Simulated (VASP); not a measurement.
# WS2 in VASP: a series of runs

Runs on WS2. Level: PBEsol. Tasks: single point.

Program: VASP 6.6.1. These are calculated values, not measurements. Logs are shortened: lines on timing, memory, paths and dates and some standing lists are left out, and cuts for length are marked.

### 1 The cell of the first run

The cell holds a slab with vacuum, 6 atoms: a = 3.311 Å, b = 3.188 Å, c = 23.567 Å, α = 90.00°, β = 90.00°, γ = 121.29°.

### 2 Single point, PBEsol (strain +0.0525 x Voigt [1, 0, 0, 0, 0, 0])

INCAR reads:

```
ALGO = Normal ; EDIFF = 1E-7
ENCUT = 520 ; GGA = PS
ISIF = 2 ; ISMEAR = 0
LASPH = T ; LCHARG = F
LREAL = F ; LWAVE = F
NBANDS = 35 ; NELM = 80
PREC = Accurate ; SIGMA = 0.05
```

KPOINTS reads:

```
k-points
0
Gamma
  12 12 2
```

POSCAR reads:

```
WS2
1.0
    3.3110401562      0.0000000000      0.0000000000
   -1.6555200781      2.7244131955      0.0000000000
    0.0000000000      0.0000000000     23.5674572586
W S
2 4
Direct
    0.3333333333      0.6666666667      0.6345758579
    0.6666666667      0.3333333333      0.3654241421
    0.3333333333      0.6666666667      0.2989469828
    0.6666666667      0.3333333333      0.5680493466
    0.3333333333      0.6666666667      0.4319506534
    0.6666666667      0.3333333333      0.7010530172
```

Potentials or basis: VASP PAW PBE potentials, release 64 (W_sv, S).

Command:

```sh
$ cat potpaw_PBE.64/W_sv/POTCAR potpaw_PBE.64/S/POTCAR > POTCAR
$ mpirun -np 1 vasp_std > vasp.out
```

OUTCAR:

```text
EDIFF = 1E-7
   ENCUT = 520
   GGA = PS
   ISIF = 2
   ISMEAR = 0
   LASPH = T
   LREAL = F
   NELM = 80
   PREC = Accurate

 ion  position               nearest neighbor table
   1  0.333  0.667  0.635-   6 2.40   4 2.40   6 2.45   6 2.45   4 2.45   4 2.45
   2  0.667  0.333  0.365-   3 2.40   5 2.40   3 2.45   3 2.45   5 2.45   5 2.45
   3  0.333  0.667  0.299-   2 2.40   2 2.45   2 2.45
   4  0.667  0.333  0.568-   1 2.40   1 2.45   1 2.45
   5  0.333  0.667  0.432-   2 2.40   2 2.45   2 2.45
   6  0.667  0.333  0.701-   1 2.40   1 2.45   1 2.45

  Warning from LATTYP: Monoclinic adjustment (A1->A3, A2->A1, A3->A2)!
  LATTYP: Found a base centered orthorhombic cell.
 ALAT       =     3.3110401562
 B/A-ratio  =     1.6456539740
 C/A-ratio  =     7.1178409644

  Lattice vectors:

 A1 = (   1.6555200781,  -2.7244131955,   0.0000000000)
 A2 = (   1.6555200781,   2.7244131955,   0.0000000000)
 A3 = (   0.0000000000,   0.0000000000,  23.5674572586)

Analysis of symmetry for initial positions (statically):
=====================================================================
 Subroutine PRICEL returns:
 Original cell was already a primitive cell.

 Routine SETGRP: Setting up the symmetry group for a
 base centered orthorhombic supercell.

 Subroutine GETGRP returns: Found  4 space group operations
 (whereof  4 operations were pure point group operations)
 out of a pool of  8 trial point group operations.

The static configuration has the point symmetry C_2h.

Analysis of symmetry for dynamics (positions and initial velocities):
=====================================================================
 Subroutine PRICEL returns:
 Original cell was already a primitive cell.

 Routine SETGRP: Setting up the symmetry group for a
 base centered orthorhombic supercell.

 Subroutine GETGRP returns: Found  4 space group operations
 (whereof  4 operations were pure point group operations)
 out of a pool of  8 trial point group operations.

The dynamic configuration has the point symmetry C_2h.

 Subroutine INISYM returns: Found  4 space group operations
 (whereof  4 operations are pure point group operations),
 and found     1 'primitive' translations

----------------------------------------------------------------------------------------

                                     Primitive cell

  volume of cell :     212.5936

  direct lattice vectors                    reciprocal lattice vectors
     3.311040156  0.000000000  0.000000000     0.302019895  0.183525759  0.000000000
    -1.655520078  2.724413195  0.000000000     0.000000000  0.367051518  0.000000000
     0.000000000  0.000000000 23.567457259     0.000000000  0.000000000  0.042431391

  length of vectors
     3.311040156  3.187973336 23.567457259     0.353408717  0.367051518  0.042431391

  position of ions in fractional coordinates (direct lattice)
     0.333333333  0.666666667  0.634575858
     0.666666667  0.333333333  0.365424142
     0.333333333  0.666666667  0.298946983
     0.666666667  0.333333333  0.568049347
     0.333333333  0.666666667  0.431950653
     0.666666667  0.333333333  0.701053017

  ion indices of the primitive-cell ions
   primitive index   ion index
                 1           1
                 2           2
                 3           3
                 4           4
                 5           5
                 6           6

----------------------------------------------------------------------------------------

 KPOINTS: k-points

Automatic generation of k-mesh.
 Grid dimensions read from file:
 generate k-points for:   12   12    2

 Generating k-lattice:

  Cartesian coordinates                     Fractional coordinates (reciprocal lattice)
     0.025168325  0.015293813  0.000000000     0.083333333  0.000000000  0.000000000
     0.000000000  0.030587627  0.000000000     0.000000000  0.083333333  0.000000000
     0.000000000  0.000000000  0.021215696     0.000000000  0.000000000  0.500000000

  Length of vectors
     0.029450726  0.030587627  0.021215696

  Shift w.r.t. Gamma in fractional coordinates (k-lattice)
     0.000000000  0.000000000  0.000000000

 Subroutine IBZKPT returns following result:
 ===========================================

 Found     86 irreducible k-points:

 Following reciprocal coordinates:
            Coordinates               Weight
  0.000000  0.000000  0.000000      1.000000
  0.083333  0.000000  0.000000      4.000000
  0.166667  0.000000  0.000000      4.000000
  0.250000  0.000000  0.000000      4.000000
  0.333333  0.000000  0.000000      4.000000
  0.416667  0.000000  0.000000      4.000000
[... 16 lines left out ...]
  0.333333  0.166667  0.000000      4.000000
  0.416667  0.166667  0.000000      4.000000
 [... further k-points ...]
   k-points           NKPTS =     86   k-points in BZ     NKDIM =     86   number of bands    NBANDS=     35
   number of dos      NEDOS =    301   number of ions     NIONS =      6
   total plane-waves  NPLWV = 120960
   dimension x,y,z NGX =    28 NGY =   24 NGZ =  180
   dimension x,y,z NGXF=    56 NGYF=   48 NGZF=  360
   ions per type =               2   4
   NGX,Y,Z   is equivalent  to a cutoff of  14.06, 12.52, 12.70 a.u.
   NGXF,Y,Z  is equivalent  to a cutoff of  28.12, 25.03, 25.39 a.u.
 SYSTEM =  unknown system
   PREC   = accura    normal or accurate (medium, high low for compatibility)
   ISTART =      0    job   : 0-new  1-cont  2-samecut
   ICHARG =      2    charge: 1-file 2-atom 10-const
   ISPIN  =      1    spin polarized calculation?
   LNONCOLLINEAR =      F non collinear calculations
   LSORBIT =      F    spin-orbit coupling
   LASPH  =      T    aspherical Exc in radial PAW
   ENCUT  =  520.0 eV  38.22 Ry    6.18 a.u.   6.16  5.93 43.82*2*pi/ulx,y,z
   NELM   =     80;   NELMIN=  2; NELMDL= -5     # of ELM steps
   EDIFF  = 0.1E-06   stopping-criterion for ELM
   LREAL  =      F    real-space projection
   EDIFFG = 0.1E-05   stopping-criterion for IOM
   NSW    =      0    number of steps for IOM
   IBRION =     -1    ionic relax: 0-MD 1-quasi-New 2-CG
   NFREE  =      0    steps in history (QN), initial steepest desc. (CG)
   ISIF   =      2    stress and relaxation
   ISYM   =      2    0-nonsym 1-usesym 2-fastsym
   POTIM  = 0.5000    time-step for ionic-motion
   TEBEG  =    0.0;   TEEND  =   0.0 temperature during run
   PSTRESS=    0.0 pullay stress
   NELECT =      52.0000    total number of electrons
   NUPDOWN=      -1.0000    fix difference up-down
   EMIN   =  10.00;   EMAX   =-10.00  energy-range for DOS
   EFERMI =   0.00;   METHOD = LEGACY
   ISMEAR =     0;   SIGMA  =   0.05  broadening in eV -4-tet -1-fermi 0-gaus
   EFERMI_NEDOS =   21; number of points for ismear=-14 and -15
   IALGO  =     38    algorithm
   IMIX   =      4    mixing-type and parameters
     AMIX     =   0.40;   BMIX     =  1.00
     AMIX_MAG =   1.60;   BMIX_MAG =  1.00
  volume/ion in A,a.u.               =      35.43       239.11
  Fermi-wavevector in a.u.,A,eV,Ry     =   1.023825  1.934749 14.261878  1.048218
  Thomas-Fermi vector in A             =   2.157580
   LORBIT       =      0    0 simple, 1 ext, 2 COOP (PROOUT), +10 PAW based schemes
   GGA     = PS    functional components
   LHFCALC =     F    Hartree Fock is set to
   AEXX    =    0.0000 exact exchange contribution
   IVDW    =     0    specifies the selected vdW correction
   LEPSILON=     F    determine dielectric tensor
   LRPA    =     F    only Hartree local field effects (RPA)
 non-spin polarized calculation
 Gauss-broadening in eV      SIGMA  =   0.05
  energy-cutoff  :      520.00
  volume of cell :      212.59
 maximum number of plane-waves:      5768
 NGX is ok and might be reduce to    28
   NGX = 13   NGY = 11   NGZ = 87

 number of electron      51.9999993 magnetization

 Free energy of the ion-electron system (eV)
  ---------------------------------------------------
  ext. energy  EPLUGINS =         0.00000000
  ---------------------------------------------------
  free energy    TOTEN  =       -50.29273154 eV

  energy without entropy =      -50.29273154  energy(sigma->0) =      -50.29273154

 E-fermi :   1.2365     XC(G=0):  -6.1202

 val. band max:        0.9157334491   @ k =   0.0000   0.0000   0.0000
 cond. band min:       2.1609886328   @ k =   0.3333   0.3333   0.5000
 fundamental gap:      1.2452551837
 Fermi energy:         1.2365242207

 k-point     1 :       0.0000    0.0000    0.0000
  band No.  band energies     occupation
      1     -73.5266      2.00000
      2     -73.5266      2.00000
      3     -37.7351      2.00000
      4     -37.7351      2.00000
      5     -37.6522      2.00000
      6     -37.6522      2.00000
[... 27 lines left out ...]
     34       3.7050      0.00000
     35       5.3547      0.00000

 k-point     2 :       0.0833    0.0000    0.0000
  band No.  band energies     occupation
      1     -73.5258      2.00000
      2     -73.5257      2.00000
      3     -37.7318      2.00000
      4     -37.7318      2.00000
      5     -37.6662      2.00000
      6     -37.6662      2.00000
[... 27 lines left out ...]
     34       3.6348      0.00000
     35       5.7754      0.00000

 k-point     3 :       0.1667    0.0000    0.0000
  band No.  band energies     occupation
      1     -73.5234      2.00000
      2     -73.5234      2.00000
      3     -37.7228      2.00000
      4     -37.7228      2.00000
      5     -37.7099      2.00000
      6     -37.7099      2.00000
[... 27 lines left out ...]
     34       4.0681      0.00000
     35       6.3425      0.00000
[... 723 lines left out ...]
 k-point    23 :       0.3333    0.1667    0.0000
  band No.  band energies     occupation
      1     -73.5130      2.00000
      2     -73.5130      2.00000
      3     -37.8788      2.00000
      4     -37.8788      2.00000
      5     -37.7050      2.00000
      6     -37.7050      2.00000
[... 27 lines left out ...]
     34       5.4681      0.00000
     35       6.4037      0.00000

 k-point    24 :       0.4167    0.1667    0.0000
  band No.  band energies     occupation
      1     -73.5127      2.00000
      2     -73.5127      2.00000
      3     -37.8864      2.00000
      4     -37.8864      2.00000
      5     -37.7090      2.00000
      6     -37.7090      2.00000
[... 27 lines left out ...]
     34       5.3531      0.00000
     35       6.1134      0.00000

 [... further k-points ...]

------------------------ aborting loop because EDIFF is reached ----------------------------------------

  FORCE on cell =-STRESS in cart. coord.  units (eV):
  Direction    XX          YY          ZZ          XY          YZ          ZX
  --------------------------------------------------------------------------------------
  -------------------------------------------------------------------------------------
  Total       -8.8564901     -2.7841984     -3.4278666      0.0000000      0.0154597      0.0000000
  in kB      -66.7455128    -20.9826632    -25.8335649      0.0000000      0.1165093      0.0000000
  external PRESSURE =     -37.8539136 kB  Pullay stress =       0.0000000 kB

 VOLUME and BASIS-vectors are now :
 -----------------------------------------------------------------------------
  energy-cutoff  :      520.00
  volume of cell :      212.59
      direct lattice vectors                 reciprocal lattice vectors
     3.311040156  0.000000000  0.000000000     0.302019895  0.183525759  0.000000000
    -1.655520078  2.724413195  0.000000000     0.000000000  0.367051518  0.000000000
     0.000000000  0.000000000 23.567457259     0.000000000  0.000000000  0.042431391

 POSITION                                       TOTAL-FORCE (eV/Angst)
 -----------------------------------------------------------------------------------
     -0.00000      1.81628     14.95534         0.000000     -0.312884      0.001225
      1.65552      0.90814      8.61212         0.000000      0.312884     -0.001225
     -0.00000      1.81628      7.04542        -0.000000     -0.157920      0.537180
      1.65552      0.90814     13.38748         0.000000      0.157240      0.533017
     -0.00000      1.81628     10.17998         0.000000     -0.157240     -0.533017
      1.65552      0.90814     16.52204         0.000000      0.157920     -0.537180
 -----------------------------------------------------------------------------------
    total drift:                                0.000000     -0.000000      0.000000

  FREE ENERGIE OF THE ION-ELECTRON SYSTEM (eV)
  ---------------------------------------------------
  free  energy   TOTEN  =       -50.2927315378 eV

  energy  without entropy=      -50.2927315378  energy(sigma->0) =      -50.29273154
```

Run time: 25 min. Hardware: 1 thread of Intel Xeon 8259CL, shared host; peak memory 0.67 GiB.

Results:

```
Free energy            : -50.2927 eV
Largest force          : 0.560 eV/Å
Band gap on the k mesh : 1.25 eV (least direct gap 1.63 eV)
```

Forces in eV/Å, atoms in the order of the input:
```
W    0.000 -0.313  0.001
W    0.000  0.313 -0.001
S    0.000 -0.158  0.537
S    0.000  0.157  0.533
S    0.000 -0.157 -0.533
S    0.000  0.158 -0.537
```

Caveat: the cell differs from its parent crystal (strain +0.0525 x Voigt [1, 0, 0, 0, 0, 0]); there is no dipole correction, which matters where the two faces differ; the PAW data sets were made with another functional, which shifts forces and pressure a little; spin-orbit coupling is left out, which moves the levels of the heavy elements.

### 3 Single point, PBEsol (strain +0.0300 x Voigt [1, 0, 0, 0, 0, 0])

INCAR reads:

```
ALGO = Normal
EDIFF = 1E-6
ENCUT = 520
GGA = PS
ISIF = 2
ISMEAR = 0
LASPH = T
LCHARG = T
LELF = T
LREAL = F
LVHAR = T
LWAVE = F
NBANDS = 35
NELM = 80
PREC = Accurate
SIGMA = 0.05
```

KPOINTS is that of step 2.

POSCAR: that of step 2 with these lines changed.

```diff
@@ -2,4 +2,4 @@
 1.0
-    3.3110401562      0.0000000000      0.0000000000
-   -1.6555200781      2.7244131955      0.0000000000
+    3.2402578251      0.0000000000      0.0000000000
+   -1.6201289126      2.7244131955      0.0000000000
     0.0000000000      0.0000000000     23.5674572586
```

Potentials or basis: VASP PAW PBE potentials, release 64 (W_sv, S).

Command:

```sh
$ cat potpaw_PBE.64/W_sv/POTCAR potpaw_PBE.64/S/POTCAR > POTCAR
$ mpirun -np 1 vasp_std > vasp.out
```

Wall time 20 min (1 thread of Intel Xeon 8259CL, shared host); peak memory 0.65 GiB.

The run converged. Its results:

```yaml
Free_energy: -50.4460 eV
Largest_force: 0.328 eV/Å
Band_gap_on_the_k_mesh: 1.41 eV (least direct gap 1.74 eV)
```

Forces in eV/Å, atoms in the order of the input:
```
W    0.000 -0.196  0.001
W    0.000  0.196 -0.001
S    0.000 -0.099  0.313
S    0.000  0.098  0.310
S    0.000 -0.098 -0.310
S    0.000  0.099 -0.313
```

Levels at points of the mesh, in eV from the valence-band top:
| k point | band 22 | band 23 | band 24 | band 25 | band 26 | band 27 | band 28 | band 29 | band 30 | band 31 |
| --- | --- | --- | --- | --- | --- | --- | --- | --- | --- | --- |
| (0.00, 0.00, 0.00) | -2.02 | -1.93 | -1.87 | -0.56 | 0.00 | 2.36 | 2.37 | 2.52 | 2.59 | 2.63 |
| (0.50, 0.00, 0.00) | -2.46 | -1.57 | -1.51 | -1.36 | -1.29 | 2.37 | 2.39 | 2.88 | 2.97 | 3.49 |
| (0.00, 0.50, 0.00) | -2.38 | -1.86 | -1.79 | -1.25 | -1.19 | 2.47 | 2.49 | 2.86 | 2.99 | 3.42 |
| (0.00, 0.00, 0.50) | -2.02 | -1.93 | -1.87 | -0.56 | 0.00 | 2.36 | 2.37 | 2.52 | 2.59 | 2.63 |
| (0.50, 0.00, 0.50) | -2.46 | -1.57 | -1.51 | -1.36 | -1.29 | 2.37 | 2.39 | 2.88 | 2.97 | 3.49 |
| (0.00, 0.50, 0.50) | -2.38 | -1.86 | -1.79 | -1.25 | -1.19 | 2.47 | 2.49 | 2.86 | 2.99 | 3.42 |

Caveat: the cell differs from its parent crystal (strain +0.0300 x Voigt [1, 0, 0, 0, 0, 0]); there is no dipole correction, which matters where the two faces differ; the PAW data sets were made with another functional, which shifts forces and pressure a little; spin-orbit coupling is left out, which moves the levels of the heavy elements.
